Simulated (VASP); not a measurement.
A run of VASP 6.6.1 is set up as follows.

File POSCAR:

```
ZnS
1.0
    3.8110000000      0.0000000000      0.0000000000
   -1.9055000000      3.3004228100      0.0000000000
    0.0000000000      0.0000000000      6.2340000000
Zn S
2 2
Direct
    0.3257823038      0.6595755251      0.0041235342
    0.6677813108      0.3356117115      0.5016603485
    0.3383893644      0.6844693682      0.3748374779
    0.6747363660      0.3253453093      0.8833673095
```

The input INCAR.step1:

```
  PREC = Accurate
  ENCUT = 550
  ISMEAR = 0
  SIGMA = 0.1
  LREAL = False
  LASPH = True
  NELM = 120
  NBANDS = 26
  GGA = PE
  ALGO = Normal
  EDIFF = 1E-5
  LWAVE = True
  LCHARG = False
  GGA_COMPAT = False
```

INCAR.step2

```
  PREC = Accurate
  ENCUT = 550
  EDIFF = 1E-6
  ISMEAR = 0
  SIGMA = 0.1
  LREAL = False
  LASPH = True
  NELM = 120
  ALGO = Normal
  ISIF = 2
  LWAVE = False
  LCHARG = False
  METAGGA = R2SCAN
  LMIXTAU = True
  NBANDS = 26
  ISTART = 1
  GGA_COMPAT = False
```

KPOINTS

```
regular mesh
0
Gamma
  2 2 1
```

Potentials or basis: VASP PAW PBE potentials, release 64 (Zn, S).

The run is started by

```bash
$ cat potpaw_PBE.64/Zn/POTCAR potpaw_PBE.64/S/POTCAR > POTCAR
$ cp INCAR.step1 INCAR
$ mpirun -np 1 vasp_std > vasp.out
$ cp INCAR.step2 INCAR
$ mpirun -np 1 vasp_std > vasp.out
```

**Question.** Estimate the pressure.

**Answer.** 1.9 GPa.

**Question.** Predict the band gap on the k mesh.

**Answer.** 2.73 eV, direct.

**Question.** What does it give for the largest force?

**Answer.** 0.647 eV/Å.

Forces on the atoms (eV/Å):
```
Zn   0.386  0.028  0.038
Zn  -0.056  0.322  0.263
S    0.121 -0.412  0.160
S   -0.450  0.062 -0.460
```

Caveat: the k points lie up to 1.01 Å⁻¹ apart; the PAW data sets were made with another functional, which shifts forces and pressure a little. r2SCAN opens gaps a little over a GGA but as a rule still falls short of measured ones.
